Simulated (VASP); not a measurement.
Au, 2 atoms in the cell. Symmetry: Fm-3m, No. 225, cubic system. The conventional cell has a = 4.248 Å, b = 4.248 Å, c = 4.248 Å, α = 90.00°, β = 90.00°, γ = 90.00°. Within 4.0 Å of Au (site symmetry m-3m) lie 12 Au at 3.00 Å.  This cell differs from its parent crystal: equal strain along all axes, cell held: +3.0 %.

```yaml
Program: VASP 6.6.1
Task: single point
Functional: r2SCAN
Potentials_or_basis: VASP PAW PBE potentials, release 64 (Au)
Cutoff: 520 eV
k_mesh: 18 × 18 × 12
Occupations: gaussian, width 0.1 eV
Spin: no spin polarisation
Dipole_correction: no
Further_INCAR_settings: ALGO = Normal; EDIFF = 1e-07; NBANDS = 18
```

Potentials or basis: VASP PAW PBE potentials, release 64 (Au).

Run with:

```sh
$ cat potpaw_PBE.64/Au/POTCAR > POTCAR
$ cp INCAR.step1 INCAR
$ mpirun -np 1 vasp_std > vasp.out
$ cp INCAR.step2 INCAR
$ mpirun -np 1 vasp_std > vasp.out
```

Hardware: 1 thread of Oxide Virtual Turin-like Processor (shared host).

Q: Estimate the wall time of this run.

A: It took 9 min on 1 thread of Oxide Virtual Turin-like Processor, with other jobs on the host, peak memory 0.29 GiB. Counts: k points 385.
